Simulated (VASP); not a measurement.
# Cd3InO (P4mm) in VASP: single point with PBE

Aim: the single point of Cd3InO with PBE.

Everything below comes from runs of VASP 6.6.1. Logs are shortened: lines on timing, memory, paths and dates and some standing lists are left out, and cuts for length are marked.

## (1) The cell of the first run

It takes space group P4mm (No. 99, tetragonal). The conventional cell has a = 4.208 Å, b = 4.208 Å, c = 8.371 Å, α = 90.00°, β = 90.00°, γ = 90.00°. Cd (site symmetry 4mm) has 1 O at 2.10 Å and 1 In at 2.81 Å within 2.9 Å. Within 3.3 Å of Cd (site symmetry 2mm) lie 2 O at 2.48 Å and 4 Cd at 2.98 Å and 2 In at 3.01 Å. In (site symmetry 4mm) has 5 Cd at 2.81 to 3.01 Å and 1 O at 3.46 Å within 3.7 Å. Within 2.8 Å of O (site symmetry 4mm) lie 5 Cd at 2.10 to 2.48 Å.

The cell was generated, and may not be a known phase.

## (2) Single point, PBE

Contents of INCAR:

```
SYSTEM = Cd3InO
PREC = Accurate
ENCUT = 700
EDIFF = 1E-6
ISMEAR = 0
SIGMA = 0.1
LREAL = .False.
LASPH = .True.
NELM = 120
ALGO = Normal
ISIF = 2
LWAVE = .False.
LCHARG = .False.
GGA = PE
NBANDS = 48
GGA_COMPAT = .False.
```

Contents of KPOINTS:

```
regular mesh
0
Gamma
  4 4 4
  0 0 0
```

Contents of POSCAR:

```
Cd3InO
1.0
    4.2077370978      0.0000000000      0.0000000000
    0.0000000000      4.2077370978      0.0000000000
    0.0000000000      0.0000000000      8.3710259127
Cd In O
3 1 1
Direct
    0.0000000000      0.0000000000      0.7619357388
    0.5000000000      0.0000000000      0.3540408741
    0.0000000000      0.5000000000      0.3540408741
    0.0000000000      0.0000000000      0.0976721313
    0.0000000000      0.0000000000      0.5113779317
```

Potentials or basis: VASP PAW PBE potentials, release 64 (Cd_sv_GW, In_d, O).

Run with:

```sh
$ cat potpaw_PBE.64/Cd_sv_GW/POTCAR potpaw_PBE.64/In_d/POTCAR potpaw_PBE.64/O/POTCAR > POTCAR
$ mpirun -np 1 vasp_std > vasp.out
```

OUTCAR:

```text
SYSTEM = Cd3InO
   PREC = Accurate
   ENCUT = 700
   EDIFF = 1E-6
   ISMEAR = 0
   LREAL = .False.
   LASPH = .True.
   NELM = 120
   ISIF = 2
   GGA = PE

 ion  position               nearest neighbor table
   1  0.000  0.000  0.762-   5 2.10   4 2.81
   2  0.500  0.000  0.354-   4 3.01   4 3.01
   3  0.000  0.500  0.354-   4 3.01   4 3.01
   4  0.000  0.000  0.098-   1 2.81   2 3.01   3 3.01   3 3.01   2 3.01
   5  0.000  0.000  0.511-   1 2.10

  LATTYP: Found a simple tetragonal cell.
 ALAT       =     4.2077370978
 C/A-ratio  =     1.9894365352

  Lattice vectors:

 A1 = (   4.2077370978,   0.0000000000,   0.0000000000)
 A2 = (   0.0000000000,   4.2077370978,   0.0000000000)
 A3 = (   0.0000000000,   0.0000000000,   8.3710259127)

Analysis of symmetry for initial positions (statically):
=====================================================================
 Subroutine PRICEL returns:
 Original cell was already a primitive cell.

 Routine SETGRP: Setting up the symmetry group for a
 simple tetragonal supercell.

 Subroutine GETGRP returns: Found  8 space group operations
 (whereof  8 operations were pure point group operations)
 out of a pool of 16 trial point group operations.

The static configuration has the point symmetry C_4v.

Analysis of symmetry for dynamics (positions and initial velocities):
=====================================================================
 Subroutine PRICEL returns:
 Original cell was already a primitive cell.

 Routine SETGRP: Setting up the symmetry group for a
 simple tetragonal supercell.

 Subroutine GETGRP returns: Found  8 space group operations
 (whereof  8 operations were pure point group operations)
 out of a pool of 16 trial point group operations.

The dynamic configuration has the point symmetry C_4v.

 Subroutine INISYM returns: Found  8 space group operations
 (whereof  8 operations are pure point group operations),
 and found     1 'primitive' translations

----------------------------------------------------------------------------------------

                                     Primitive cell

  volume of cell :     148.2094

  direct lattice vectors                    reciprocal lattice vectors
     4.207737098  0.000000000  0.000000000     0.237657434  0.000000000  0.000000000
     0.000000000  4.207737098  0.000000000     0.000000000  0.237657434  0.000000000
     0.000000000  0.000000000  8.371025913     0.000000000  0.000000000  0.119459671

  length of vectors
[... 81 lines left out ...]
   EDIFF  = 0.1E-05   stopping-criterion for ELM
   LREAL  =      F    real-space projection
   EDIFFG = 0.1E-04   stopping-criterion for IOM
   NSW    =      0    number of steps for IOM
   IBRION =     -1    ionic relax: 0-MD 1-quasi-New 2-CG
   NFREE  =      0    steps in history (QN), initial steepest desc. (CG)
   ISIF   =      2    stress and relaxation
   ISYM   =      2    0-nonsym 1-usesym 2-fastsym
   POTIM  = 0.5000    time-step for ionic-motion
   TEBEG  =    0.0;   TEEND  =   0.0 temperature during run
   PSTRESS=    0.0 pullay stress
   NELECT =      79.0000    total number of electrons
   NUPDOWN=      -1.0000    fix difference up-down
   EMIN   =  10.00;   EMAX   =-10.00  energy-range for DOS
   EFERMI =   0.00;   METHOD = LEGACY
   ISMEAR =     0;   SIGMA  =   0.10  broadening in eV -4-tet -1-fermi 0-gaus
   EFERMI_NEDOS =   21; number of points for ismear=-14 and -15
   IALGO  =     38    algorithm
   IMIX   =      4    mixing-type and parameters
     AMIX     =   0.40;   BMIX     =  1.00
     AMIX_MAG =   1.60;   BMIX_MAG =  1.00
  volume/ion in A,a.u.               =      29.64       200.03
  Fermi-wavevector in a.u.,A,eV,Ry     =   1.327370  2.508365 23.972245  1.761910
  Thomas-Fermi vector in A             =   2.456687
   LORBIT       =      0    0 simple, 1 ext, 2 COOP (PROOUT), +10 PAW based schemes
   GGA     = PE    functional components
   LHFCALC =     F    Hartree Fock is set to
   AEXX    =    0.0000 exact exchange contribution
   IVDW    =     0    specifies the selected vdW correction
   LEPSILON=     F    determine dielectric tensor
   LRPA    =     F    only Hartree local field effects (RPA)
 non-spin polarized calculation
 Gauss-broadening in eV      SIGMA  =   0.10
  energy-cutoff  :      700.00
  volume of cell :      148.21
 maximum number of plane-waves:      6258
   NGX = 19   NGY = 19   NGZ = 37

 number of electron      79.0000025 magnetization

 Free energy of the ion-electron system (eV)
  ---------------------------------------------------
  ext. energy  EPLUGINS =         0.00000000
  ---------------------------------------------------
  free energy    TOTEN  =       -10.37603646 eV

  energy without entropy =      -10.36567441  energy(sigma->0) =      -10.37085543

 E-fermi :   3.0597     XC(G=0):  -8.5587

 val. band max:        3.0413548461   @ k =   0.5000   0.0000   0.0000
 cond. band min:       3.0662731329   @ k =   0.2500   0.0000   0.2500
 fundamental gap:      0.0249182868
 Fermi energy:         3.0596523247

 k-point     1 :       0.0000    0.0000    0.0000
  band No.  band energies     occupation
      1     -99.6812      2.00000
      2     -99.6315      2.00000
      3     -99.6273      2.00000
      4     -60.7698      2.00000
      5     -60.7698      2.00000
      6     -60.7225      2.00000
[... 907 lines left out ...]
     47       7.2683      0.00000
     48       9.2211      0.00000

------------------------ aborting loop because EDIFF is reached ----------------------------------------

  FORCE on cell =-STRESS in cart. coord.  units (eV):
  Direction    XX          YY          ZZ          XY          YZ          ZX
  --------------------------------------------------------------------------------------
  -------------------------------------------------------------------------------------
  Total       -0.0212746     -0.0212746      0.0768465      0.0000000      0.0000000      0.0000000
  in kB       -0.2299831     -0.2299831      0.8307280      0.0000000      0.0000000      0.0000000
  external PRESSURE =       0.1235873 kB  Pullay stress =       0.0000000 kB

 VOLUME and BASIS-vectors are now :
 -----------------------------------------------------------------------------
  energy-cutoff  :      700.00
  volume of cell :      148.21
      direct lattice vectors                 reciprocal lattice vectors
     4.207737098  0.000000000  0.000000000     0.237657434  0.000000000  0.000000000
     0.000000000  4.207737098  0.000000000     0.000000000  0.237657434  0.000000000
     0.000000000  0.000000000  8.371025913     0.000000000  0.000000000  0.119459671

 POSITION                                       TOTAL-FORCE (eV/Angst)
 -----------------------------------------------------------------------------------
      0.00000      0.00000      6.37818         0.000000     -0.000000      0.029043
      2.10387      0.00000      2.96369         0.000000     -0.000000     -0.000504
      0.00000      2.10387      2.96369         0.000000      0.000000     -0.000504
      0.00000      0.00000      0.81762         0.000000      0.000000      0.012854
      0.00000      0.00000      4.28076         0.000000      0.000000     -0.040889
 -----------------------------------------------------------------------------------
    total drift:                                0.000000      0.000000      0.004689

  FREE ENERGIE OF THE ION-ELECTRON SYSTEM (eV)
  ---------------------------------------------------
  free  energy   TOTEN  =       -10.3760364567 eV

  energy  without entropy=      -10.3656744076  energy(sigma->0) =      -10.37085543
```

It took 4 min on 1 thread of Intel Xeon Platinum 8259CL at 2.50GHz (Skylake/Cascade Lake), shared host; peak memory 0.42 GiB.

What came out:

```yaml
Free_energy: -10.3760 eV
Pressure: 0.0 GPa
Largest_force: 0.041 eV/Å
Band_gap_on_the_k_mesh: zero (an odd number of electrons rules out a gap without spin polarisation)
```

Forces in eV/Å, atoms in the order of the input:
```
Cd   0.000  0.000  0.029
Cd   0.000  0.000 -0.001
Cd   0.000  0.000 -0.001
In   0.000  0.000  0.013
O    0.000  0.000 -0.041
```

Stress tensor (GPa, compression positive):
```
-0.02  0.00  0.00
 0.00 -0.02  0.00
 0.00  0.00  0.08
```

Caveat: the k points lie up to 0.37 Å⁻¹ apart, too coarse for converged energies and pressures of a metal; spin-orbit coupling is left out, which moves the levels of the heavy elements.

The gap in the log of VASP goes by the Fermi energy; the results here count the filled bands.